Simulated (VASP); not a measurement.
Write the native input for VASP 6.6.1 that does the following.

```yaml
Task: single point
Functional: PBEsol
Potentials_or_basis: VASP PAW PBE potentials, release 64 (Hf_pv)
Cutoff: 520 eV
k_mesh: 10 × 10 × 14
Occupations: gaussian, width 0.05 eV
Spin: no spin polarisation
Dipole_correction: no
Further_INCAR_settings: ALGO = Fast; EDIFF = 1e-07; NBANDS = 22
```

The structure of Hf lies in POSCAR:

```
Hf
1.0
    4.7104609653      0.0000000000      0.0000000000
   -2.3552304827      4.0793788595      0.0000000000
    0.0000000000      0.0000000000      2.9369500168
Hf
3
Direct
    0.6666666667      0.3333333333      0.5000000000
    0.3333333333      0.6666666667      0.5000000000
    0.0000000000      0.0000000000      0.0000000000
```

This isn't the form of Hf at room conditions, which is hcp.

One way to write it, as run:

INCAR

```
PREC = Accurate
ENCUT = 520
EDIFF = 1E-7
ISMEAR = 0
SIGMA = 0.05
LREAL = F
LASPH = T
NELM = 80
ALGO = Fast
ISIF = 2
LWAVE = F
LCHARG = T
GGA = PS
LELF = T
LVHAR = T
NBANDS = 22
```

KPOINTS

```
regular mesh
0
Gamma
  10 10 14
```

Potentials or basis: VASP PAW PBE potentials, release 64 (Hf_pv).

Command:

```console
$ cat potpaw_PBE.64/Hf_pv/POTCAR > POTCAR
$ mpirun -np 1 vasp_std > vasp.out
```

Results of the run:

* Pressure: 18.0 GPa
* Band gap on the k mesh: zero (bands 15 and 16 overlap by 1.04 eV)

Caveat: the cell stands under pressure; the PAW data sets were made with another functional, which shifts forces and pressure a little; spin-orbit coupling is left out, which moves the levels of the heavy elements.

Wall time 53 s on 1 thread of Intel(R) Xeon(R) 6975P-C (Granite Rapids) (shared host), peak memory 0.24 GiB.
